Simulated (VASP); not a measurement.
Runs of VASP 6.6.1 on InPd. The structure is that of space group R-3m (No. 166), or close to it. The cells are those of the table. 

```csv
cell,further INCAR settings,gap on the mesh (eV),pressure (GPa)
"a = 3.364 Å, angles 75.7°, 2 atoms",ALGO = Fast; EDIFF = 1e-06; NBANDS = 18,none,7.5
"a = 3.351 Å, angles 101.4°, 2 atoms",ALGO = Fast; EDIFF = 1e-07; NBANDS = 18,none,31.2
"a = 3.441 Å, angles 105.7°, 2 atoms",ALGO = Fast; EDIFF = 1e-06; NBANDS = 18,none,85.5
"a = 3.570 Å, angles 109.5°, 2 atoms",ALGO = Fast; EDIFF = 1e-07; NBANDS = 18,none,(a)
```

Alike in all rows: task single point; level PBEsol; potentials or basis VASP PAW PBE potentials, release 64 (In_d, Pd); no spin polarisation; k mesh 16 × 16 × 16; cutoff (eV) 520; smearing gaussian 0.15 eV.

Problem. Estimate the missing entries.

Solution. (a) 160.0.

Caveats: the cell stands under pressure; the PAW data sets were made with another functional, which shifts forces and pressure a little; spin-orbit coupling is left out, which moves the levels of the heavy elements; atoms lie so close that the PAW spheres overlap strongly, which falsifies energies and pressures (at least some runs).

A k mesh can miss the band edges, and the runs leave out spin-orbit coupling on In, Pd.

A gap of «none» marks levels without a gap at the run's occupations.
